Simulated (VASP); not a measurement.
# Ti (P6_3/mmc) in VASP: notebook, part 2 of 2

VASP 6.6.1. Earlier steps stand in the parts before.

### 5 Single point, LDA

Input file INCAR:

```
PREC     = Accurate       # precision mode
ENCUT    = 520            # plane-wave cutoff, eV
EDIFF    = 1E-6           # SCF threshold, eV
ISMEAR   = -1             # smearing method
SIGMA    = 0.1            # smearing width, eV
LREAL    = F              # projectors in reciprocal space
LASPH    = T              # aspherical terms in the spheres
NELM     = 60             # most SCF steps
ALGO     = Normal         # electronic algorithm
ISIF     = 2              # what is computed and relaxed
LWAVE    = F              # write WAVECAR
LCHARG   = F              # write CHGCAR
GGA      = CA             # functional
NBANDS   = 19             # bands
```

Input file KPOINTS:

```
Automatic mesh
0
Gamma
  13 13 7
```

Input file POSCAR:

```
Ti
1.0
    2.8638698861      0.0000000000      0.0000000000
   -1.4319349430      2.4801840745      0.0000000000
    0.0000000000      0.0000000000      4.5399943151
Ti
2
Direct
    0.3333333333      0.6666666667      0.2500000000
    0.6666666667      0.3333333333      0.7500000000
```

Potentials or basis: VASP PAW LDA potentials, release 64 (Ti_sv).

Launch:

```bash
$ cat potpaw_LDA.64/Ti_sv/POTCAR > POTCAR
$ mpirun -np 1 vasp_std > vasp.out
```

OUTCAR:

```text
PREC = Accurate
   ENCUT = 520
   EDIFF = 1E-6
   ISMEAR = -1
   LREAL = F
   LASPH = T
   NELM = 60
   ISIF = 2
   GGA = CA

 ion  position               nearest neighbor table
   1  0.333  0.667  0.250-   2 2.81   2 2.81   2 2.81   2 2.81   2 2.81   2 2.81
   2  0.667  0.333  0.750-   1 2.81   1 2.81   1 2.81   1 2.81   1 2.81   1 2.81

  LATTYP: Found a hexagonal cell.
 ALAT       =     2.8638698861
 C/A-ratio  =     1.5852655657

  Lattice vectors:

 A1 = (   2.8638698861,   0.0000000000,   0.0000000000)
 A2 = (  -1.4319349430,   2.4801840745,   0.0000000000)
 A3 = (   0.0000000000,   0.0000000000,   4.5399943151)

Analysis of symmetry for initial positions (statically):
=====================================================================
 Subroutine PRICEL returns:
 Original cell was already a primitive cell.

 Routine SETGRP: Setting up the symmetry group for a
 hexagonal supercell.

 Subroutine GETGRP returns: Found 24 space group operations
 (whereof 12 operations were pure point group operations)
 out of a pool of 24 trial point group operations.

[... 154 lines left out ...]
 number of electron      24.0000004 magnetization

 Free energy of the ion-electron system (eV)
  ---------------------------------------------------
  ext. energy  EPLUGINS =         0.00000000
  ---------------------------------------------------
  free energy    TOTEN  =       -17.13484104 eV

  energy without entropy =      -17.06056259  energy(sigma->0) =      -17.09770182

 E-fermi :   8.8775     XC(G=0): -12.1444

 val. band max:        8.8734281046   @ k =   0.3077   0.3077   0.2857
 cond. band min:       8.9048800329   @ k =   0.1538  -0.0000   0.0000
 fundamental gap:      0.0314519283
 Fermi energy:         8.8775381298

 k-point     1 :       0.0000    0.0000    0.0000
  band No.  band energies     occupation
      1     -47.1426      2.00000
      2     -46.9484      2.00000
      3     -24.2095      2.00000
      4     -23.3887      2.00000
      5     -23.3887      2.00000
      6     -23.2830      2.00000
[... 505 lines left out ...]
      6     -23.4246      2.00000
[... 11 lines left out ...]
     18      10.8194      0.00000
     19      12.4813      0.00000

 [... further k-points ...]
[... 5 lines left out ...]
  --------------------------------------------------------------------------------------
  -------------------------------------------------------------------------------------
  Total       -0.0285432     -0.0285432     -0.0212193     -0.0000000      0.0000000      0.0000000
  in kB       -1.4181434     -1.4181434     -1.0542628     -0.0000000      0.0000000      0.0000000
  external PRESSURE =      -1.2968499 kB  Pullay stress =       0.0000000 kB

 VOLUME and BASIS-vectors are now :
 -----------------------------------------------------------------------------
  energy-cutoff  :      520.00
  volume of cell :       32.25
      direct lattice vectors                 reciprocal lattice vectors
     2.863869886  0.000000000  0.000000000     0.349177875  0.201597940  0.000000000
    -1.431934943  2.480184074  0.000000000     0.000000000  0.403195880  0.000000000
     0.000000000  0.000000000  4.539994315     0.000000000  0.000000000  0.220264593

 POSITION                                       TOTAL-FORCE (eV/Angst)
 -----------------------------------------------------------------------------------
     -0.00000      1.65346      1.13500         0.000000     -0.000000      0.000000
      1.43193      0.82673      3.40500        -0.000000      0.000000      0.000000
 -----------------------------------------------------------------------------------
    total drift:                               -0.000000      0.000000     -0.000000

  FREE ENERGIE OF THE ION-ELECTRON SYSTEM (eV)
  ---------------------------------------------------
  free  energy   TOTEN  =       -17.1348410420 eV

  energy  without entropy=      -17.0605625888  energy(sigma->0) =      -17.09770182
```

OSZICAR:

```text
N       E                     dE             d eps       ncg     rms          rms(c)
DAV:   1     0.263173515469E+03    0.26317E+03   -0.13026E+04  3192   0.158E+03
DAV:   2     0.110319537675E+02   -0.25214E+03   -0.24789E+03  3296   0.444E+02
DAV:   3    -0.178760259584E+02   -0.28908E+02   -0.28508E+02  5922   0.123E+02
DAV:   4    -0.189999135268E+02   -0.11239E+01   -0.11223E+01  3661   0.253E+01
DAV:   5    -0.190474797718E+02   -0.47566E-01   -0.47559E-01  4681   0.382E+00    0.125E+01
DAV:   6    -0.171382373054E+02    0.19092E+01   -0.66790E+00  3718   0.260E+01    0.328E+00
DAV:   7    -0.171160289962E+02    0.22208E-01   -0.68146E-01  4769   0.580E+00    0.206E+00
DAV:   8    -0.171428846031E+02   -0.26856E-01   -0.22292E-01  3420   0.565E+00    0.794E-01
DAV:   9    -0.171342339103E+02    0.86507E-02   -0.44638E-02  3485   0.238E+00    0.844E-02
DAV:  10    -0.171348433673E+02   -0.60946E-03   -0.38719E-03  4628   0.343E-01    0.879E-02
DAV:  11    -0.171348555723E+02   -0.12205E-04   -0.10952E-04  3967   0.889E-02    0.464E-02
DAV:  12    -0.171348412618E+02    0.14310E-04   -0.57793E-05  3536   0.723E-02    0.209E-03
DAV:  13    -0.171348410420E+02    0.21980E-06   -0.16655E-06  2511   0.126E-02
   1 F= -.17134841E+02 E0= -.17097702E+02  d E =-.742785E-01
```

Run time: 19 s. Hardware: 1 thread of Intel Xeon Platinum 8559C (Emerald Rapids), shared host; peak memory 0.16 GiB.

What came out:

```
Free energy            : -17.1348 eV
Pressure               : -0.1 GPa
Band gap on the k mesh : zero (band 12 reaches 9.68 eV, above the bottom of band 13 at 8.59 eV)
```

Levels at points of the mesh, in eV from the Fermi level:
| k point | band 9 | band 10 | band 11 | band 12 | band 13 | band 14 | band 15 | band 16 |
| --- | --- | --- | --- | --- | --- | --- | --- | --- |
| (0.00, 0.00, 0.00) | -6.26 | -2.84 | 0.81 | 0.81 | 0.95 | 1.12 | 1.36 | 1.36 |

### 6 Single point, LDA

Input file INCAR:

```
ALGO = Normal ; EDIFF = 1E-7
ENCUT = 520 ; ISIF = 2
ISMEAR = -1 ; LASPH = T
LCHARG = F ; LREAL = F
LWAVE = F ; NBANDS = 19
NELM = 80 ; PREC = Accurate
SIGMA = 0.1
```

Input file KPOINTS:

```
k-points
0
Gamma
  13 13 7
```

POSCAR is that of step 5.

Potentials or basis: VASP PAW LDA potentials, release 64 (Ti_sv).

Launch:

```bash
$ cat potpaw_LDA.64/Ti_sv/POTCAR > POTCAR
$ mpirun -np 1 vasp_std > vasp.out
```

Run time: 22 s. Hardware: 1 thread of Intel Xeon Platinum 8559C (Emerald Rapids), shared host; peak memory 0.16 GiB.

Results (log left out):

* Free energy: -17.1348 eV
* Pressure: -0.2 GPa
* Band gap on the k mesh: zero (band 12 reaches 9.68 eV, above the bottom of band 13 at 8.59 eV)

Levels at points of the mesh, in eV from the Fermi level:
```tsv
k point	band 8	band 9	band 10	band 11	band 12	band 13	band 14	band 15	band 16	band 17
(0.00, 0.00, 0.00)	-32.14	-6.26	-2.84	0.81	0.81	0.95	1.12	1.36	1.36	1.75
```

### 7 Summary

```tsv
k mesh	gap on the mesh (eV)	pressure (GPa)
8 × 8 × 4	none	-0.2
10 × 10 × 6	none	-0.2
13 × 13 × 7	none	-0.2
```

Alike in all rows: task single point; level LDA; potentials or basis VASP PAW LDA potentials, release 64 (Ti_sv); no spin polarisation; cell as given; cutoff (eV) 520; smearing fermi-dirac 0.1 eV.

Every run on the cell as given and a fine mesh finds a metal.

Total energies depend on the potentials used, so only differences within one code and one set of settings carry meaning.
